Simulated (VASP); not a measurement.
# Ti3Al4Ni (P4/mmm) in VASP: single point with PBE

Aim: the single point of Ti3Al4Ni with PBE.

All numbers are computed with VASP 6.6.1; they aren't measurements. Logs are shortened: lines on timing, memory, paths and dates and some standing lists are left out, and cuts for length are marked.

**1. The cell of the first run**

It takes space group P4/mmm (No. 123, tetragonal). Conventional cell: a = 3.066 Å, b = 3.066 Å, c = 12.265 Å, α = 90.00°, β = 90.00°, γ = 90.00°. Within 3.5 Å of Ti (site symmetry 4/mmm) lie 8 Al at 2.66 Å and 6 Ti at 3.07 Å. Ti (site symmetry 4mm) has 8 Al at 2.66 Å and 5 Ti at 3.07 Å and 1 Ni at 3.07 Å within 3.5 Å. Al (site symmetry 4mm) has 8 Ti at 2.66 Å and 6 Al at 3.07 Å within 3.5 Å. Al (site symmetry 4mm) has 4 Ti at 2.66 Å and 4 Ni at 2.66 Å and 6 Al at 3.07 Å within 3.5 Å. Within 3.5 Å of Ni (site symmetry 4/mmm) lie 8 Al at 2.66 Å and 2 Ti at 3.07 Å and 4 Ni at 3.07 Å.

**2. Single point, PBE, collinear spin, ferromagnetic start**

INCAR reads:

```
PREC = Accurate
ENCUT = 550
EDIFF = 1E-6
ISMEAR = 0
SIGMA = 0.1
LREAL = False
LASPH = True
NELM = 300
ALGO = All
ISIF = 2
LWAVE = False
LCHARG = False
ISPIN = 2
MAGMOM = 0 0 0 0 0 0 0 2
LORBIT = 11
LMAXMIX = 4
GGA = PE
NBANDS = 43
GGA_COMPAT = False
ISEARCH = 1
KPAR = 4
```

KPOINTS reads:

```
Automatic mesh
0
Gamma
  6 6 2
```

POSCAR reads:

```
Ti3Al4Ni
1.0
    3.0663536700      0.0000000000      0.0000000000
    0.0000000000      3.0663536700      0.0000000000
    0.0000000000      0.0000000000     12.2654146700
Ti Al Ni
3 4 1
Direct
    0.0000000000      0.0000000000      0.0000000000
    0.0000000000      0.0000000000      0.2500000000
    0.0000000000      0.0000000000      0.7500000000
    0.5000000000      0.5000000000      0.1250000000
    0.5000000000      0.5000000000      0.3750000000
    0.5000000000      0.5000000000      0.6250000000
    0.5000000000      0.5000000000      0.8750000000
    0.0000000000      0.0000000000      0.5000000000
```

Potentials or basis: VASP PAW PBE potentials, release 64 (Ti_sv, Al, Ni).

Run with:

```sh
cat potpaw_PBE.64/Ti_sv/POTCAR potpaw_PBE.64/Al/POTCAR potpaw_PBE.64/Ni/POTCAR > POTCAR
mpirun -np 4 vasp_std > vasp.out
```

OUTCAR:

```text
PREC = Accurate
   ENCUT = 550
   EDIFF = 1E-6
   ISMEAR = 0
   LREAL = False
   LASPH = True
   NELM = 300
   ISIF = 2
   ISPIN = 2
   LORBIT = 11
   GGA = PE

 ion  position               nearest neighbor table
   1  0.000  0.000  0.000-   4 2.66   7 2.66   4 2.66   7 2.66   4 2.66   7 2.66   4 2.66   7 2.66

   2  0.000  0.000  0.250-   4 2.66   5 2.66   4 2.66   5 2.66   4 2.66   5 2.66   4 2.66   5 2.66

   3  0.000  0.000  0.750-   6 2.66   7 2.66   6 2.66   7 2.66   6 2.66   7 2.66   6 2.66   7 2.66

   4  0.500  0.500  0.125-   1 2.66   2 2.66   1 2.66   2 2.66   1 2.66   2 2.66   1 2.66   2 2.66
                             5 3.07   7 3.07
   5  0.500  0.500  0.375-   2 2.66   8 2.66   2 2.66   8 2.66   2 2.66   8 2.66   2 2.66   8 2.66
                             6 3.07   4 3.07
   6  0.500  0.500  0.625-   3 2.66   8 2.66   3 2.66   8 2.66   3 2.66   8 2.66   3 2.66   8 2.66
                             7 3.07   5 3.07
   7  0.500  0.500  0.875-   1 2.66   3 2.66   1 2.66   3 2.66   1 2.66   3 2.66   1 2.66   3 2.66
                             4 3.07   6 3.07
   8  0.000  0.000  0.500-   5 2.66   6 2.66   5 2.66   6 2.66   5 2.66   6 2.66   5 2.66   6 2.66

  LATTYP: Found a simple tetragonal cell.
 ALAT       =     3.0663536700
 C/A-ratio  =     3.9999999967

  Lattice vectors:

 A1 = (   3.0663536700,   0.0000000000,   0.0000000000)
 A2 = (   0.0000000000,   3.0663536700,   0.0000000000)
 A3 = (   0.0000000000,   0.0000000000,  12.2654146700)

Analysis of symmetry for initial positions (statically):
=====================================================================
 Subroutine PRICEL returns:
 Original cell was already a primitive cell.

 Routine SETGRP: Setting up the symmetry group for a
 simple tetragonal supercell.

 Subroutine GETGRP returns: Found 16 space group operations
 (whereof 16 operations were pure point group operations)
 out of a pool of 16 trial point group operations.

The static configuration has the point symmetry D_4h.

Analysis of symmetry for dynamics (positions and initial velocities):
=====================================================================
 Subroutine PRICEL returns:
 Original cell was already a primitive cell.

 Routine SETGRP: Setting up the symmetry group for a
 simple tetragonal supercell.

 Subroutine GETGRP returns: Found 16 space group operations
 (whereof 16 operations were pure point group operations)
 out of a pool of 16 trial point group operations.

The dynamic configuration has the point symmetry D_4h.

Analysis of structural, dynamic, and magnetic symmetry:
=====================================================================
 Subroutine PRICEL returns:
 Original cell was already a primitive cell.

 Routine SETGRP: Setting up the symmetry group for a
 simple tetragonal supercell.

 Subroutine GETGRP returns: Found 16 space group operations
 (whereof 16 operations were pure point group operations)
 out of a pool of 16 trial point group operations.

The overall configuration has the point symmetry D_4h.

 Subroutine INISYM returns: Found 16 space group operations
 (whereof 16 operations are pure point group operations),
 and found     1 'primitive' translations

----------------------------------------------------------------------------------------

                                     Primitive cell

  volume of cell :     115.3259

  direct lattice vectors                    reciprocal lattice vectors
     3.066353670  0.000000000  0.000000000     0.326120242  0.000000000  0.000000000
     0.000000000  3.066353670  0.000000000     0.000000000  0.326120242  0.000000000
     0.000000000  0.000000000 12.265414670     0.000000000  0.000000000  0.081530060

  length of vectors
     3.066353670  3.066353670 12.265414670     0.326120242  0.326120242  0.081530060

  position of ions in fractional coordinates (direct lattice)
     0.000000000  0.000000000  0.000000000
     0.000000000  0.000000000  0.250000000
     0.000000000  0.000000000  0.750000000
     0.500000000  0.500000000  0.125000000
     0.500000000  0.500000000  0.375000000
     0.500000000  0.500000000  0.625000000
     0.500000000  0.500000000  0.875000000
[... 66 lines left out ...]
   ions per type =               3   4   1
   NGX,Y,Z   is equivalent  to a cutoff of  13.01, 13.01, 13.01 a.u.
   NGXF,Y,Z  is equivalent  to a cutoff of  26.02, 26.02, 26.02 a.u.
 SYSTEM =  unknown system
   PREC   = accura    normal or accurate (medium, high low for compatibility)
   ISTART =      0    job   : 0-new  1-cont  2-samecut
   ICHARG =      2    charge: 1-file 2-atom 10-const
   ISPIN  =      2    spin polarized calculation?
   LNONCOLLINEAR =      F non collinear calculations
   LSORBIT =      F    spin-orbit coupling
   LASPH  =      T    aspherical Exc in radial PAW
   ENCUT  =  550.0 eV  40.42 Ry    6.36 a.u.   5.86  5.86 23.45*2*pi/ulx,y,z
   NELM   =    300;   NELMIN=  2; NELMDL= -5     # of ELM steps
   EDIFF  = 0.1E-05   stopping-criterion for ELM
   LREAL  =      F    real-space projection
   EDIFFG = 0.1E-04   stopping-criterion for IOM
   NSW    =      0    number of steps for IOM
   IBRION =     -1    ionic relax: 0-MD 1-quasi-New 2-CG
   NFREE  =      0    steps in history (QN), initial steepest desc. (CG)
   ISIF   =      2    stress and relaxation
   ISYM   =      2    0-nonsym 1-usesym 2-fastsym
   POTIM  = 0.5000    time-step for ionic-motion
   TEBEG  =    0.0;   TEEND  =   0.0 temperature during run
   PSTRESS=    0.0 pullay stress
   NELECT =      58.0000    total number of electrons
   NUPDOWN=      -1.0000    fix difference up-down
   EMIN   =  10.00;   EMAX   =-10.00  energy-range for DOS
   EFERMI =   0.00;   METHOD = LEGACY
   ISMEAR =     0;   SIGMA  =   0.10  broadening in eV -4-tet -1-fermi 0-gaus
   EFERMI_NEDOS =   21; number of points for ismear=-14 and -15
   IALGO  =     58    algorithm
   IMIX   =      4    mixing-type and parameters
     AMIX     =   0.40;   BMIX     =  1.00
     AMIX_MAG =   1.60;   BMIX_MAG =  1.00
  volume/ion in A,a.u.               =      14.42        97.28
  Fermi-wavevector in a.u.,A,eV,Ry     =   1.301893  2.460221 23.060856  1.694925
  Thomas-Fermi vector in A             =   2.432997
   LORBIT       =     11    0 simple, 1 ext, 2 COOP (PROOUT), +10 PAW based schemes
   GGA     = PE    functional components
   LHFCALC =     F    Hartree Fock is set to
   AEXX    =    0.0000 exact exchange contribution
   IVDW    =     0    specifies the selected vdW correction
   LEPSILON=     F    determine dielectric tensor
   LRPA    =     F    only Hartree local field effects (RPA)
 spin polarized calculation
 Gauss-broadening in eV      SIGMA  =   0.10
  energy-cutoff  :      550.00
  volume of cell :      115.33
 maximum number of plane-waves:      3416
 NGX is ok and might be reduce to    24
   NGX = 11   NGY = 11   NGZ = 47

 number of electron      58.0000039 magnetization       0.0002434

 number of electron      58.0000039 magnetization      -0.0002747

 Free energy of the ion-electron system (eV)
  ---------------------------------------------------
  ext. energy  EPLUGINS =         0.00000000
  ---------------------------------------------------
  free energy    TOTEN  =       -46.06232324 eV

  energy without entropy =      -46.03003000  energy(sigma->0) =      -46.04617662

 E-fermi :   9.3408     XC(G=0): -11.4653

 val. band max:        9.3249452626   @ k =   0.1667   0.1667   0.0000
 cond. band min:       9.3437767705   @ k =   0.5000   0.1667   0.5000
 fundamental gap:      0.0188315079
 Fermi energy:         9.3408040137

 spin component 1

 k-point     1 :       0.0000    0.0000    0.0000
  band No.  band energies     occupation
      1     -47.3015      1.00000
      2     -47.2082      1.00000
      3     -47.2074      1.00000
      4     -23.6760      1.00000
      5     -23.5550      1.00000
      6     -23.5021      1.00000
[... 869 lines left out ...]
     40      11.9889      0.00000
     41      12.3033      0.00000
 Fermi energy:         9.3408040137

 spin component 2

 k-point     1 :       0.0000    0.0000    0.0000
  band No.  band energies     occupation
      1     -47.3015      1.00000
      2     -47.2083      1.00000
      3     -47.2075      1.00000
      4     -23.6760      1.00000
      5     -23.5552      1.00000
      6     -23.5021      1.00000
[... 869 lines left out ...]
     40      11.9889      0.00000
     41      12.3055      0.00000
 [bands above 41 left out]

------------------------ aborting loop because EDIFF is reached ----------------------------------------

  FORCE on cell =-STRESS in cart. coord.  units (eV):
  Direction    XX          YY          ZZ          XY          YZ          ZX
  --------------------------------------------------------------------------------------
  -------------------------------------------------------------------------------------
  Total        4.4201672      4.4201672      8.1169494      0.0000000      0.0000000      0.0000000
  in kB       61.4076612     61.4076612    112.7656167      0.0000000      0.0000000      0.0000000
  external PRESSURE =      78.5269797 kB  Pullay stress =       0.0000000 kB

 VOLUME and BASIS-vectors are now :
 -----------------------------------------------------------------------------
  energy-cutoff  :      550.00
  volume of cell :      115.33
      direct lattice vectors                 reciprocal lattice vectors
     3.066353670  0.000000000  0.000000000     0.326120242  0.000000000  0.000000000
     0.000000000  3.066353670  0.000000000     0.000000000  0.326120242  0.000000000
     0.000000000  0.000000000 12.265414670     0.000000000  0.000000000  0.081530060

 POSITION                                       TOTAL-FORCE (eV/Angst)
 -----------------------------------------------------------------------------------
      0.00000      0.00000      0.00000         0.000000     -0.000000      0.000000
      0.00000      0.00000      3.06635         0.000000     -0.000000      0.244045
      0.00000      0.00000      9.19906        -0.000000     -0.000000     -0.244045
      1.53318      1.53318      1.53318        -0.000000      0.000000     -0.123515
      1.53318      1.53318      4.59953        -0.000000      0.000000      1.727342
      1.53318      1.53318      7.66588         0.000000     -0.000000     -1.727342
      1.53318      1.53318     10.73224         0.000000      0.000000      0.123515
      0.00000      0.00000      6.13271         0.000000     -0.000000      0.000000
 -----------------------------------------------------------------------------------
    total drift:                                0.000000      0.000000      0.000000

  FREE ENERGIE OF THE ION-ELECTRON SYSTEM (eV)
  ---------------------------------------------------
  free  energy   TOTEN  =       -46.0623232418 eV

  energy  without entropy=      -46.0300310198  energy(sigma->0) =      -46.04617713

 total charge

# of ion       s       p       d       tot
------------------------------------------
    1        2.210   6.155   2.049  10.414
    2        2.207   6.153   2.043  10.404
    3        2.207   6.153   2.043  10.404
    4        0.435   0.444   0.000   0.879
    5        0.409   0.392   0.000   0.801
    6        0.409   0.392   0.000   0.801
    7        0.435   0.444   0.000   0.879
    8        0.412   0.372   8.422   9.206
--------------------------------------------------
tot          8.725  20.504  14.557  43.786

 magnetization (x)

# of ion       s       p       d       tot
------------------------------------------
    1        0.000   0.000   0.000   0.000
    2       -0.000  -0.000  -0.000  -0.000
    3       -0.000  -0.000  -0.000  -0.000
    4        0.000   0.000   0.000   0.000
    5        0.000   0.000   0.000   0.000
    6        0.000   0.000   0.000   0.000
    7        0.000   0.000   0.000   0.000
    8        0.000   0.000  -0.000  -0.000
--------------------------------------------------
tot          0.000   0.000  -0.000  -0.000
```

It took 3.1 min on 4 MPI ranks of Intel Xeon Platinum 8259CL at 2.50GHz (Skylake/Cascade Lake), shared host; peak memory 0.53 GiB.

What came out:

```yaml
Free_energy: -46.0623 eV
Pressure: 7.9 GPa
Largest_force: 1.727 eV/Å
Band_gap_on_the_k_mesh: zero (filled and empty bands overlap)
Net_moment: 0.00 μB per cell
Valence_electrons_inside_the_program's_atomic_spheres: Ti 10.41, 10.40 (each value once); Al 0.88, 0.80 (each value once); Ni 9.21
```

Forces on the atoms (eV/Å):
```
Ti   0.000  0.000  0.000
Ti   0.000  0.000  0.244
Ti   0.000  0.000 -0.244
Al   0.000  0.000 -0.124
Al   0.000  0.000  1.727
Al   0.000  0.000 -1.727
Al   0.000  0.000  0.124
Ni   0.000  0.000  0.000
```

Levels at points of the mesh, in eV from the Fermi level:
Spin up:
```
           k point  band 27  band 28  band 29  band 30  band 31  band 32
(0.00, 0.00, 0.00)    -0.74     0.48     0.48     1.03     1.03     1.09
(0.50, 0.00, 0.00)    -0.98    -0.56    -0.46    -0.37    -0.22     0.33
(0.50, 0.50, 0.00)    -0.76    -0.27    -0.27    -0.09     1.14     1.55
(0.00, 0.00, 0.50)    -0.76     0.44     0.44     1.13     1.13     1.17
(0.50, 0.00, 0.50)    -0.78    -0.78    -0.51    -0.40    -0.14     0.33
(0.50, 0.50, 0.50)    -0.76    -0.15    -0.15     0.26     1.07     1.07
```
Spin down:
```tsv
k point	band 27	band 28	band 29	band 30	band 31	band 32
(0.00, 0.00, 0.00)	-0.74	0.48	0.48	1.03	1.03	1.09
(0.50, 0.00, 0.00)	-0.98	-0.56	-0.46	-0.37	-0.22	0.33
(0.50, 0.50, 0.00)	-0.76	-0.27	-0.27	-0.09	1.14	1.55
(0.00, 0.00, 0.50)	-0.76	0.44	0.44	1.13	1.13	1.17
(0.50, 0.00, 0.50)	-0.78	-0.78	-0.51	-0.40	-0.14	0.33
(0.50, 0.50, 0.50)	-0.76	-0.15	-0.15	0.26	1.07	1.07
```

Caveat: the stress differs along the axes, from 6 to 11 GPa; the moments typed at the start vanished in this run; forces of over 1 eV/Å act on the atoms, so gaps and moduli don't describe the material at rest.
